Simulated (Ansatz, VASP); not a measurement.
**One calculation of Zn, two programs**

Contents of INCAR:

```
SYSTEM = Zn
PREC = Accurate
ENCUT = 520
EDIFF = 1E-6
ISMEAR = 0
SIGMA = 0.15
LREAL = .False.
LASPH = .True.
NELM = 60
ALGO = Fast
ISIF = 2
LWAVE = .False.
LCHARG = .False.
GGA = PE
NBANDS = 19
```

Contents of KPOINTS:

```
regular mesh
0
Gamma
  24 24 12
  0 0 0
```

The input POSCAR:

```
Zn
1.0
    2.8705666839      0.0000000000      0.0000000000
   -1.4352833419      2.4859836715      0.0000000000
    0.0000000000      0.0000000000      4.2629368325
Zn
2
Direct
    0.3333333333      0.6666666667      0.2500000000
    0.6666666667      0.3333333333      0.7500000000
```

Input for Ansatz:

```yaml
crystal:
  lattice:
    - [2.8705666839, 0.0, 0.0]
    - [-1.4352833419, 2.4859836715, 0.0]
    - [0.0, 0.0, 4.2629368325]
  atoms:
    - { symbol: Zn, position: [0.3333333333, 0.6666666667, 0.25] }
    - { symbol: Zn, position: [0.6666666667, 0.3333333333, 0.75] }
basis:
  ecutwfc: 420
kpoints:
  mp_grid: { grid: [24, 24, 12] }
hamiltonian:
  xc: pbe
scf:
  occupations: { method: gaussian, width: 0.15 }
output:
  forces: true
  stress: true
  eigenvalues: true
```

Alike in both runs: task single point; functional PBE; k mesh 24 × 24 × 12; occupations gaussian, width 0.15 eV; no spin polarisation.

```csv
,VASP,Ansatz
version,VASP 6.6.1,Ansatz 0.2.0
potentials or method,"VASP PAW PBE potentials, release 64 (Zn), cutoff 520 eV","scalar-relativistic, plane waves, PAW"
valence electrons in the cell,24,24
```

Ansatz gave:

- gap on the k mesh at the Fermi level (eV): none
- pressure (GPa): -0.7
- traceless stress, the component that is largest in VASP (GPa): 0.87

What did VASP give for the same quantities?

gap on the k mesh at the Fermi level (eV): none; pressure (GPa): -0.7; traceless stress, the component that is largest in VASP (GPa): 0.95.

A gap of «none» marks a metal or a gap that the smearing closes.
